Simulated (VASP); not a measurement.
# Tl (Cmce) in VASP: notebook, part 2 of 2

VASP 6.6.1. Earlier steps stand in the parts before.

## Step 4: Single point, PBEsol

This run uses another cell than the first one, of 32.72 Å³/atom, 1.039 times its volume.

Input file INCAR:

```
SYSTEM = Tl
PREC = Accurate
ENCUT = 520
EDIFF = 1E-6
ISMEAR = 0
SIGMA = 0.1
LREAL = .False.
LASPH = .True.
NELM = 100
ALGO = Normal
ISIF = 2
LWAVE = .False.
LCHARG = .False.
GGA = PS
NBANDS = 34
```

Input file KPOINTS:

```
regular mesh
0
Gamma
  4 4 4
  0 0 0
```

Input file POSCAR:

```
Tl
1.0
    2.7943645976     -4.1832995827      0.0000000000
    2.7943645976      4.1832995827      0.0000000000
    0.0000000000      0.0000000000      5.5984062802
Tl
4
Direct
    0.1627058155      0.8372941845      0.1193061364
    0.6627058155      0.3372941845      0.3806938636
    0.8372941845      0.1627058155      0.8806938636
    0.3372941845      0.6627058155      0.6193061364
```

Run with:

```console
$ cat potpaw_PBE.64/Tl_d/POTCAR > POTCAR
$ mpirun -np 1 vasp_std > vasp.out
```

Run time: 88 s. Hardware: 1 thread of Oxide Virtual Turin-like, shared host; peak memory 0.23 GiB.

It converged, with:

```yaml
Free_energy: -9.8445 eV
Pressure: -0.1 GPa
Largest_force: 0.026 eV/Å
Band_gap_on_the_k_mesh: zero (band 26 reaches 5.81 eV, above the bottom of band 27 at 4.24 eV)
```

Forces in eV/Å, atoms in the order of the input:
```
Tl   0.000 -0.003  0.026
Tl   0.000 -0.003 -0.026
Tl   0.000  0.003 -0.026
Tl   0.000  0.003  0.026
```

Stress tensor (GPa, compression positive):
```
-0.29  0.00  0.00
 0.00 -0.14  0.00
 0.00  0.00  0.07
```

Levels at points of the mesh, in eV from the Fermi level:
| k point | band 22 | band 23 | band 24 | band 25 | band 26 | band 27 | band 28 | band 29 | band 30 | band 31 |
| --- | --- | --- | --- | --- | --- | --- | --- | --- | --- | --- |
| (0.00, 0.00, 0.00) | -4.95 | -4.39 | -3.59 | -0.96 | 0.82 | 1.04 | 1.39 | 1.47 | 2.89 | 4.23 |
| (0.50, 0.00, 0.00) | -7.75 | -3.96 | -3.96 | -1.11 | -1.11 | 0.85 | 0.85 | 3.32 | 3.32 | 4.58 |
| (0.50, 0.50, 0.00) | -6.36 | -5.24 | -2.72 | -2.38 | -1.00 | 1.06 | 1.29 | 1.59 | 2.09 | 3.13 |
| (0.00, 0.00, 0.50) | -8.28 | -2.78 | -2.78 | 0.25 | 0.25 | 0.65 | 0.65 | 2.24 | 2.24 | 4.43 |
| (0.50, 0.00, 0.50) | -6.87 | -5.86 | -5.86 | -0.31 | -0.31 | 0.66 | 0.66 | 4.91 | 4.91 | 4.96 |
| (0.50, 0.50, 0.50) | -6.87 | -5.00 | -5.00 | -1.38 | -1.38 | -0.75 | -0.75 | 4.60 | 4.60 | 6.10 |

Caveat: the PAW data sets were made with another functional, which shifts forces and pressure a little; spin-orbit coupling is left out, which moves the levels of the heavy elements.

## Step 5: Relaxation of cell and atoms, PBEsol

This run uses another cell than the first one, of 31.64 Å³/atom, 1.004 times its volume.

Input file INCAR:

```
SYSTEM = Tl
  PREC = Accurate
  ENCUT = 600
  EDIFF = 1E-7
  ISMEAR = 0
  SIGMA = 0.1
  LREAL = .False.
  LASPH = .True.
  NELM = 100
  ALGO = Fast
  ISIF = 3
  LWAVE = .False.
  LCHARG = .False.
  GGA = PS
  IBRION = 2
  NSW = 90
  EDIFFG = -0.04
```

Input file KPOINTS:

```
Automatic mesh
0
Gamma
  4 4 4
  0 0 0
```

Input file POSCAR:

```
Tl
1.0
    2.6514885851     -4.4937814386      0.0000000000
    2.6514885851      4.4937814386      0.0000000000
    0.0000000000      0.0000000000      5.3100310338
Tl
4
Direct
    0.1525000000      0.8475000000      0.0785000000
    0.6525000000      0.3475000000      0.4215000000
    0.8475000000      0.1525000000      0.9215000000
    0.3475000000      0.6525000000      0.5785000000
```

Run with:

```console
$ cat potpaw_PBE.64/Tl_d/POTCAR > POTCAR
$ mpirun -np 1 vasp_std > vasp.out
```

Run time: 5.8 min. Hardware: 1 thread of Oxide Virtual Turin-like, shared host; peak memory 0.26 GiB.

It converged, with:

```
Free energy                            : -9.8023 eV
Relaxed volume                         : 32.51 Å³/atom
Relaxed cell                           : a = 5.336 Å, b = 5.336 Å, c = 5.292 Å, α = 90.00°, β = 90.00°, γ = 120.34°
Space group after relaxing (to 0.05 Å) : Cmce (No. 64)
Energy gained by relaxing              : 13.6 meV/atom
Ionic steps                            : 3
Pressure after relaxing                : -0.1 GPa
Largest force after relaxing           : 0.039 eV/Å
Band gap on the k mesh                 : zero (band 26 reaches 5.30 eV, above the bottom of band 27 at 4.75 eV)
```

Forces in eV/Å, atoms in the order of the input:
```
Tl   0.000 -0.033 -0.021
Tl   0.000 -0.033  0.021
Tl   0.000  0.033  0.021
Tl   0.000  0.033 -0.021
```

Stress tensor (GPa, compression positive):
```
 0.03  0.00  0.00
 0.00 -0.13  0.00
 0.00  0.00 -0.09
```

The path:
```csv
step,energy change (eV),largest force (eV/Å),pressure (GPa),volume (Å³)
1,0.0000,0.4883,0.79,126.54
2,-0.0529,0.0982,0.05,129.39
3,-0.0546,0.0391,-0.06,130.03
```

Final structure:
```yaml
crystal:
  lattice:
    - [2.65424, -4.62867, 0.00000]
    - [2.65424, 4.62867, 0.00000]
    - [0.00000, 0.00000, 5.29203]
  atoms:
    - { symbol: Tl, position: [0.15560, 0.84440, 0.07980] }
    - { symbol: Tl, position: [0.65560, 0.34440, 0.42020] }
    - { symbol: Tl, position: [0.84440, 0.15560, 0.92020] }
    - { symbol: Tl, position: [0.34440, 0.65560, 0.57980] }
```

Levels at points of the mesh, in eV from the Fermi level:
```
           k point  band 24  band 25  band 26  band 27  band 28  band 29
(0.00, 0.00, 0.00)    -3.43    -0.88    -0.42     0.03     1.48     1.54
(0.50, 0.00, 0.00)    -4.20    -0.60    -0.60     0.77     0.77     2.95
(0.50, 0.50, 0.00)    -3.03    -2.11    -0.76     1.53     1.58     2.17
(0.00, 0.00, 0.50)    -2.71     0.22     0.22     0.57     0.57     1.88
(0.50, 0.00, 0.50)    -5.77    -0.99    -0.99     0.05     0.05     5.75
(0.50, 0.50, 0.50)    -5.31    -0.74    -0.74    -0.33    -0.33     4.66
```

Caveat: the PAW data sets were made with another functional, which shifts forces and pressure a little; spin-orbit coupling is left out, which moves the levels of the heavy elements.

## Step 6: Summary

| task | cell | k mesh | cutoff (eV) | gap on the mesh (eV) | pressure (GPa) | relaxed volume (Å³/atom) | largest force (eV/Å) |
| --- | --- | --- | --- | --- | --- | --- | --- |
| single point | a = 3.934, b = 3.934, c = 8.849 Å, angles 90.0, 90.0, 66.9°, 4 atoms | 6 × 6 × 2 | 520 | none | 7.1 | - | 4.71 |
| relaxation of cell and atoms | relaxed from a = 3.934, b = 3.934, c = 8.849 Å, angles 90.0, 90.0, 66.9°, 4 atoms | 6 × 6 × 2 | 600 | none | 0.0 | 28.29 | 0.03 |
| single point | a = 5.031, b = 5.031, c = 5.598 Å, angles 90.0, 90.0, 112.5°, 4 atoms | 4 × 4 × 4 | 520 | none | -0.1 | - | 0.03 |
| relaxation of cell and atoms | relaxed from a = 5.218, b = 5.218, c = 5.310 Å, angles 90.0, 90.0, 118.9°, 4 atoms | 4 × 4 × 4 | 600 | none | -0.1 | 32.51 | 0.04 |

Alike in all rows: level PBEsol; potentials or basis VASP PAW PBE potentials, release 64 (Tl_d); no spin polarisation; smearing gaussian 0.1 eV.

Caveats: the PAW data sets were made with another functional, which shifts forces and pressure a little; spin-orbit coupling is left out, which moves the levels of the heavy elements.

Total energies depend on the potentials used, so only differences within one code and one set of settings carry meaning.
